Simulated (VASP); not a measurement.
**AlSi3C3N (an interface model): single point with LDA**

AlSi3C3N (an interface model):

```
Si C N Al
1.0
     3.05930    0.00000    0.00000
    -1.52965    2.64943    0.00000
     0.00000    0.00000   40.06900
Si C N Al
12 12 4 4
Direct
  0.00000 0.00000 0.01248
  0.66667 0.33333 0.07496
  0.33333 0.66667 0.13734
  0.00000 0.00000 0.19980
  0.33333 0.66667 0.26229
  0.66667 0.33333 0.32466
  0.00000 0.00000 0.38713
  0.66667 0.33333 0.44961
  0.33333 0.66667 0.51198
  0.00000 0.00000 0.57445
  0.33333 0.66667 0.63693
  0.66667 0.33333 0.69931
  0.66667 0.33333 0.02814
  0.33333 0.66667 0.09051
  0.00000 0.00000 0.15284
  0.33333 0.66667 0.21546
  0.66667 0.33333 0.27783
  0.00000 0.00000 0.34016
  0.66667 0.33333 0.40278
  0.33333 0.66667 0.46516
  0.00000 0.00000 0.52749
  0.33333 0.66667 0.59011
  0.66667 0.33333 0.65248
  0.00000 0.00000 0.71481
  0.00000 0.00000 0.75224
  0.33333 0.66667 0.81428
  0.00000 0.00000 0.87631
  0.33333 0.66667 0.93834
  0.33333 0.66667 0.76723
  0.00000 0.00000 0.82927
  0.33333 0.66667 0.89130
  0.00000 0.00000 0.95333
```

* Program: VASP 6.6.1
* Task: single point
* Functional: LDA
* Potentials or basis: VASP PAW LDA potentials, release 64 (Si, C, N, Al)
* Cutoff: 520 eV
* k mesh: 9 × 9 × 1
* Occupations: gaussian, width 0.05 eV
* Spin: no spin polarisation

The pressure is 3.2 GPa. The largest force is 1.991 eV/Å. The band gap on the k mesh is zero (bands 64 and 65 overlap by 0.37 eV).

Forces on the atoms (eV/Å):
```
Si   0.000  0.000  0.680
Si   0.000  0.000 -0.249
Si   0.000  0.000 -0.225
Si   0.000  0.000 -0.187
Si   0.000  0.000 -0.205
Si   0.000  0.000 -0.214
Si   0.000  0.000 -0.191
Si   0.000  0.000 -0.207
Si   0.000  0.000 -0.220
Si   0.000  0.000 -0.167
Si   0.000  0.000 -0.229
Si   0.000  0.000 -1.991
C    0.000  0.000  0.538
C    0.000  0.000  0.185
C    0.000  0.000  0.211
C    0.000  0.000  0.195
C    0.000  0.000  0.207
C    0.000  0.000  0.204
C    0.000  0.000  0.217
C    0.000  0.000  0.198
C    0.000  0.000  0.210
C    0.000  0.000  0.275
C    0.000  0.000  0.457
C    0.000  0.000 -0.504
N    0.000  0.000  1.133
N    0.000  0.000 -1.106
N    0.000  0.000 -1.079
N    0.000  0.000 -1.282
Al   0.000  0.000  1.245
Al   0.000  0.000  1.141
Al   0.000  0.000  1.025
Al   0.000  0.000 -0.064
```

Stress tensor (GPa, compression positive):
```
3.37 0.00 0.00
0.00 3.37 0.00
0.00 0.00 2.91
```

Levels at points of the mesh, in eV from the Fermi level:
```
           k point  band 60  band 61  band 62  band 63  band 64  band 65  band 66  band 67  band 68  band 69
(0.00, 0.00, 0.00)    -0.91    -0.91    -0.54    -0.54    -0.19    -0.02     1.60     3.26     3.42     3.74
```

Wall time 44 min on 1 thread of Intel Xeon 8259CL, on a shared host, peak memory 0.48 GiB.
